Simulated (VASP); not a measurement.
Runs of VASP 6.6.1 on Hf. The structure is that of space group Fmmm (No. 69), or close to it. The cells are those of the table. 

```tsv
cell	gap on the mesh (eV)	pressure (GPa)
a = 3.090, b = 3.004, c = 3.161 Å, angles 60.1, 57.4, 62.5°, 1 atom	none	0.3
a = 3.207, b = 3.131, c = 2.930 Å, angles 63.8, 61.2, 55.1°, 1 atom	none	(b)
a = 3.226, b = 3.112, c = 2.931 Å, angles 64.4, 60.5, 55.1°, 1 atom	none	0.8
a = 3.143, b = 3.104, c = 3.006 Å, angles 61.9, 60.6, 57.5°, 1 atom	none	(a)
a = 3.254, b = 3.181, c = 2.853 Å, angles 65.0, 62.4, 52.6°, 1 atom	none	1.2
```

Alike in all rows: task single point; level LDA; potentials or basis VASP PAW LDA potentials, release 64 (Hf_pv); no spin polarisation; k mesh 18 × 18 × 18; cutoff (eV) 520; smearing gaussian 0.15 eV.

Problem. Estimate the missing entries.

Solution. (a) 0.2; (b) 0.7.

Caveats: spin-orbit coupling is left out, which moves the levels of the heavy elements; the stress differs along the axes, from -4 to 4 GPa (at least some runs); the stress differs along the axes, from -5 to 5 GPa (at least some runs).

A k mesh can miss the band edges, and the runs leave out spin-orbit coupling on Hf.

A gap of «none» marks levels without a gap at the run's occupations.
